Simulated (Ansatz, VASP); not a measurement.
## Two plane-wave programs on BAs

The input INCAR:

```
  PREC = Accurate
  ENCUT = 520
  EDIFF = 1E-6
  ISMEAR = 0
  SIGMA = 0.02
  LREAL = False
  LASPH = True
  NELM = 100
  ALGO = Normal
  ISIF = 2
  LWAVE = False
  LCHARG = True
  GGA = PE
  LELF = True
  LVHAR = True
  NBANDS = 11
```

Contents of KPOINTS:

```
regular mesh
0
Gamma
  10 10 10
```

POSCAR

```
BAs
1.0
    0.0000000000      2.3801600475      2.3801600475
    2.3801600475      0.0000000000      2.3801600475
    2.3801600475      2.3801600475      0.0000000000
B As
1 1
Direct
    0.2500000000      0.2500000000      0.2500000000
    0.5000000000      0.5000000000      0.5000000000
```

Input for Ansatz:

```yaml
crystal:
  lattice:
    - [0.0, 2.3801600475, 2.3801600475]
    - [2.3801600475, 0.0, 2.3801600475]
    - [2.3801600475, 2.3801600475, 0.0]
  atoms:
    - { symbol: B, position: [0.25, 0.25, 0.25] }
    - { symbol: As, position: [0.5, 0.5, 0.5] }
basis:
  ecutwfc: 420
kpoints:
  mp_grid: { grid: [10, 10, 10] }
hamiltonian:
  xc: pbe
scf:
  occupations: { method: gaussian, width: 0.02 }
output:
  forces: true
  stress: true
  eigenvalues: true
```

Alike in both runs: task single point; functional PBE; k mesh 10 × 10 × 10; occupations gaussian, width 0.02 eV; no spin polarisation.

```csv
,VASP,Ansatz
version,VASP 6.6.1,Ansatz 0.2.0
potentials or method,"VASP PAW PBE potentials, release 64 (B, As), cutoff 520 eV","scalar-relativistic, plane waves, PAW"
valence electrons in the cell,8,18
```

Ansatz gave:

```
gap on the k mesh at the Fermi level (eV) : 1.17
least direct gap on the mesh (eV)         : 3.29
pressure (GPa)                            : 4.3
```

Task: Estimate VASP's values.

Result: gap on the k mesh at the Fermi level (eV): 1.16; least direct gap on the mesh (eV): 3.29; pressure (GPa): 5.0.

The functional is the same, so the differences come from potentials, cutoffs and numerics. VASP's potentials hold 8 valence electrons a cell and Ansatz's 18, so a difference there can come from the potentials and not from the codes.
